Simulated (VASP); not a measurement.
Write the native input for VASP 6.6.1 that does the following.

```yaml
Task: single point
Functional: PBE
Potentials_or_basis: VASP PAW PBE potentials, release 64 (Mg, S)
Cutoff: 520 eV
k_mesh: 6 × 6 × 4
Occupations: gaussian, width 0.01 eV
Spin: no spin polarisation
Dipole_correction: no
Further_INCAR_settings: ALGO = Normal; EDIFF = 1e-06; NBANDS = 16
```

The structure of MgS lies in POSCAR:

```
MgS
1.0
    3.6656508060      0.0000000000      0.0000000000
   -1.8328254030      3.1745467194      0.0000000000
    0.0000000000      0.0000000000      6.1784096721
Mg S
2 2
Direct
    0.0000000000      0.0000000000      0.0000000000
    0.0000000000      0.0000000000      0.5000000000
    0.3333333333      0.6666666667      0.2500000000
    0.6666666667      0.3333333333      0.7500000000
```

One way to write it, as run:

INCAR

```
PREC = Accurate
ENCUT = 520
EDIFF = 1E-6
ISMEAR = 0
SIGMA = 0.01
LREAL = False
LASPH = True
NELM = 100
ALGO = Normal
ISIF = 2
LWAVE = False
LCHARG = True
GGA = PE
LELF = True
LVHAR = True
NBANDS = 16
```

KPOINTS

```
regular mesh
0
Gamma
  6 6 4
```

Potentials or basis: VASP PAW PBE potentials, release 64 (Mg, S).

Launch:

```bash
$ cat potpaw_PBE.64/Mg/POTCAR potpaw_PBE.64/S/POTCAR > POTCAR
$ mpirun -np 1 vasp_std > vasp.out
```

Results of the run:

| Quantity | Value |
| --- | --- |
| Pressure | -0.3 GPa |
| Band gap on the k mesh | 3.38 eV, indirect (least direct gap 3.41 eV) |

It took 9.4 s on 1 thread of Intel(R) Xeon(R) 6975P-C (Granite Rapids), with other jobs on the host, peak memory 0.19 GiB.
